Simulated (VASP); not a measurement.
# Ru (P6_3/mmc) in VASP: notebook, part 2 of 2

VASP 6.6.1. The steps go on from the part before.

## (4) Single point, BLYP (13.33 Å³/atom)

This run uses another cell than the first one, of 13.33 Å³/atom.

Contents of INCAR:

```
SYSTEM = Ru
AGGAC = 1.0 ; AGGAX = 1.0
ALDAC = 0.0 ; ALDAX = 1.0
ALGO = Normal ; EDIFF = 1E-7
ENCUT = 520 ; GGA = B5
ISIF = 2 ; ISMEAR = -1
LASPH = .True. ; LCHARG = .False.
LREAL = .False. ; LWAVE = .False.
NBANDS = 36 ; NELM = 60
PREC = Accurate ; SIGMA = 0.1
```

Contents of KPOINTS:

```
k-points
0
Gamma
  15 15 4
  0 0 0
```

Contents of POSCAR:

```
Ru
1.0
    2.6780424781      0.0000000000      0.0000000000
   -1.3390212391      2.3192528185      0.0000000000
    0.0000000000      0.0000000000      8.5875764626
Ru
4
Direct
    1.0000000000      1.0000000000      1.0000000000
    1.0000000000      1.0000000000      0.5000000000
    0.3333333333      0.6666666667      0.2500000000
    0.6666666667      0.3333333333      0.7500000000
```

Potentials or basis: VASP PAW PBE potentials, release 64 (Ru_pv).

Command:

```sh
$ cat potpaw_PBE.64/Ru_pv/POTCAR > POTCAR
$ mpirun -np 1 vasp_std > vasp.out
```

OUTCAR:

```text
SYSTEM = Ru
   EDIFF = 1E-7
   ENCUT = 520
   GGA = B5
   ISIF = 2
   ISMEAR = -1
   LASPH = .True.
   LREAL = .False.
   NELM = 60
   PREC = Accurate

 ion  position               nearest neighbor table
   1  0.000  0.000  0.000-   3 2.65   4 2.65   4 2.65   3 2.65   4 2.65   3 2.65
   2  0.000  0.000  0.500-   3 2.65   4 2.65   4 2.65   3 2.65   4 2.65   3 2.65
   3  0.333  0.667  0.250-   1 2.65   2 2.65   1 2.65   2 2.65   1 2.65   2 2.65
   4  0.667  0.333  0.750-   1 2.65   2 2.65   1 2.65   2 2.65   1 2.65   2 2.65

  LATTYP: Found a hexagonal cell.
 ALAT       =     2.6780424781
 C/A-ratio  =     3.2066617811

  Lattice vectors:

 A1 = (   2.6780424781,   0.0000000000,   0.0000000000)
 A2 = (  -1.3390212391,   2.3192528185,   0.0000000000)
 A3 = (   0.0000000000,   0.0000000000,   8.5875764626)

Analysis of symmetry for initial positions (statically):
=====================================================================
 Subroutine PRICEL returns:
 Original cell was already a primitive cell.

 Routine SETGRP: Setting up the symmetry group for a
 hexagonal supercell.

 Subroutine GETGRP returns: Found 24 space group operations
 (whereof 12 operations were pure point group operations)
 out of a pool of 24 trial point group operations.

The static configuration has the point symmetry D_3d.
 The point group associated with its full space group is D_6h.

Analysis of symmetry for dynamics (positions and initial velocities):
=====================================================================
 Subroutine PRICEL returns:
 Original cell was already a primitive cell.

 Routine SETGRP: Setting up the symmetry group for a
 hexagonal supercell.

 Subroutine GETGRP returns: Found 24 space group operations
 (whereof 12 operations were pure point group operations)
 out of a pool of 24 trial point group operations.

The dynamic configuration has the point symmetry D_3d.
 The point group associated with its full space group is D_6h.

 Subroutine INISYM returns: Found 24 space group operations
[... 121 lines left out ...]
     AMIX_MAG =   1.60;   BMIX_MAG =  1.00
  volume/ion in A,a.u.               =      13.33        89.99
  Fermi-wavevector in a.u.,A,eV,Ry     =   1.663893  3.144302 37.668282  2.768541
  Thomas-Fermi vector in A             =   2.750531
   LORBIT       =      0    0 simple, 1 ext, 2 COOP (PROOUT), +10 PAW based schemes
   GGA     = B5    functional components
   LHFCALC =     F    Hartree Fock is set to
   AEXX    =    0.0000 exact exchange contribution
   IVDW    =     0    specifies the selected vdW correction
   LEPSILON=     F    determine dielectric tensor
   LRPA    =     F    only Hartree local field effects (RPA)
 non-spin polarized calculation
  energy-cutoff  :      520.00
  volume of cell :       53.34
 maximum number of plane-waves:      1464
 NGX is ok and might be reduce to    20
   NGX =  9   NGY =  9   NGZ = 31

 number of electron      56.0000007 magnetization

 Free energy of the ion-electron system (eV)
  ---------------------------------------------------
  ext. energy  EPLUGINS =         0.00000000
  ---------------------------------------------------
  free energy    TOTEN  =       -31.10857764 eV

  energy without entropy =      -30.97281142  energy(sigma->0) =      -31.04069453

 E-fermi :  13.6966     XC(G=0): -13.5566

 val. band max:       13.6805480580   @ k =   0.3333   0.2000   0.5000
 cond. band min:      13.7095892408   @ k =   0.4000   0.0667   0.2500
 fundamental gap:      0.0290411828
 Fermi energy:        13.6966259204

 k-point     1 :       0.0000    0.0000    0.0000
  band No.  band energies     occupation
      1     -29.8313      2.00000
      2     -29.2811      2.00000
      3     -29.2212      2.00000
      4     -28.8414      2.00000
      5     -28.8414      2.00000
      6     -28.7692      2.00000
[... 925 lines left out ...]
     35      20.6368      0.00000
     36      21.0900      0.00000

 [... further k-points ...]

------------------------ aborting loop because EDIFF is reached ----------------------------------------

  FORCE on cell =-STRESS in cart. coord.  units (eV):
  Direction    XX          YY          ZZ          XY          YZ          ZX
  --------------------------------------------------------------------------------------
  -------------------------------------------------------------------------------------
  Total        9.0140922      9.0140922      9.7338572     -0.0000000      0.0000000      0.0000000
  in kB      270.7674203    270.7674203    292.3878897     -0.0000000      0.0000000      0.0000000
  external PRESSURE =     277.9742435 kB  Pullay stress =       0.0000000 kB

 VOLUME and BASIS-vectors are now :
 -----------------------------------------------------------------------------
  energy-cutoff  :      520.00
  volume of cell :       53.34
      direct lattice vectors                 reciprocal lattice vectors
     2.678042478  0.000000000  0.000000000     0.373407072  0.215586673  0.000000000
    -1.339021239  2.319252818  0.000000000     0.000000000  0.431173347  0.000000000
     0.000000000  0.000000000  8.587576463     0.000000000  0.000000000  0.116447289

 POSITION                                       TOTAL-FORCE (eV/Angst)
 -----------------------------------------------------------------------------------
      0.00000      0.00000      0.00000         0.000000      0.000000      0.000000
      0.00000      0.00000      4.29379         0.000000      0.000000      0.000000
     -0.00000      1.54617      2.14689         0.000000      0.000000     -0.000000
      1.33902      0.77308      6.44068        -0.000000     -0.000000      0.000000
 -----------------------------------------------------------------------------------
    total drift:                                0.000000     -0.000000      0.000000

  FREE ENERGIE OF THE ION-ELECTRON SYSTEM (eV)
  ---------------------------------------------------
  free  energy   TOTEN  =       -31.1085776397 eV

  energy  without entropy=      -30.9728114225  energy(sigma->0) =      -31.04069453
```

stdout:

```text
POSCAR found type information on POSCAR Ru
 POSCAR found :  1 types and       4 ions
 scaLAPACK will be used
 -----------------------------------------------------------------------------
|                                                                             |
|                                                                             |
|     You enforced a specific xc type in the INCAR file but a different       |
|     I HOPE YOU KNOW WHAT YOU ARE DOING!                                     |
|                                                                             |
 -----------------------------------------------------------------------------

 LDA part: xc-table for (Slater(with rela. corr.)+VWN5), standard interpolation
 POSCAR, INCAR and KPOINTS ok, starting setup
 FFT: planning ... GRIDC
 FFT: planning ... GRID_SOFT
 FFT: planning ... GRID
 WAVECAR not read
 entering main loop
```

Wall time 4.2 min (1 thread of Intel Xeon 8259CL, shared host); peak memory 0.24 GiB.

What came out:

```yaml
Free_energy: -31.1086 eV
Pressure: 27.8 GPa
Band_gap_on_the_k_mesh: zero (bands 28 and 29 overlap by 2.88 eV)
```

Levels at points of the mesh, in eV from the Fermi level:
| k point | band 25 | band 26 | band 27 | band 28 | band 29 | band 30 | band 31 | band 32 |
| --- | --- | --- | --- | --- | --- | --- | --- | --- |
| (0.00, 0.00, 0.00) | -2.31 | -2.21 | -2.21 | -0.87 | -0.87 | -0.13 | -0.13 | 0.57 |
| (0.00, 0.00, 0.50) | -2.51 | -2.51 | -0.44 | -0.44 | -0.44 | -0.44 | -0.40 | -0.40 |

Caveat: the cell stands under pressure; the PAW data sets were made with another functional, which shifts forces and pressure a little.

## (5) Summary

| cell | k mesh | gap on the mesh (eV) | pressure (GPa) |
| --- | --- | --- | --- |
| a = 2.754, b = 2.754, c = 8.830 Å, angles 90.0, 90.0, 120.0°, 4 atoms | 13 × 13 × 4 | none | 0.6 |
| a = 2.639, b = 2.639, c = 8.461 Å, angles 90.0, 90.0, 120.0°, 4 atoms | 15 × 15 × 4 | none | 47.2 |
| a = 2.678, b = 2.678, c = 8.588 Å, angles 90.0, 90.0, 120.0°, 4 atoms | 15 × 15 × 4 | none | 27.8 |

Alike in all rows: task single point; level BLYP; potentials or basis VASP PAW PBE potentials, release 64 (Ru_pv); no spin polarisation; cutoff (eV) 520; smearing fermi-dirac 0.1 eV.

Caveats: the PAW data sets were made with another functional, which shifts forces and pressure a little; the cell stands under pressure (at least some runs).

Absolute energies hang on the potentials; compare differences alone.
